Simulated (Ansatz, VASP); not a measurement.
# BiTe: VASP beside Ansatz

```xyz
2
Lattice="2.4227 1.3988 3.3173 -2.4227 1.3988 3.3173 0.0000 -2.7975 3.3173" Properties=species:S:1:pos:R:3 pbc="T T T"
Bi    0.0000    0.0000    4.9759
Te    0.0000    0.0000    0.0000
```

Alike in both runs: task single point; functional LDA; k mesh 6 × 6 × 6; no spin polarisation.

```csv
,VASP,Ansatz
version,VASP 6.6.1,Ansatz 0.2.0
potentials or method,"VASP PAW LDA potentials, release 64 (Bi_d, Te), cutoff 500 eV","scalar-relativistic, plane waves, PAW"
occupations,"fermi-dirac, width 0.25852 eV",fermi-dirac
valence electrons in the cell,21,31
```

VASP gave:

- gap on the k mesh at the Fermi level (eV): none
- pressure (GPa): -3.2
- traceless stress, the component that is largest in VASP (GPa): 0.75

Problem. What did Ansatz give for the same quantities?

Solution. gap on the k mesh at the Fermi level (eV): none; pressure (GPa): -3.2; traceless stress, the component that is largest in VASP (GPa): 0.78.

LDA's correlation is that of Perdew and Zunger in VASP and of Perdew and Wang (1992) in Ansatz. A gap of «none» marks a metal or a gap that the smearing closes. VASP's potentials hold 21 valence electrons a cell and Ansatz's 31, so a difference there can come from the potentials and not from the codes.

Spin-orbit coupling is off throughout.
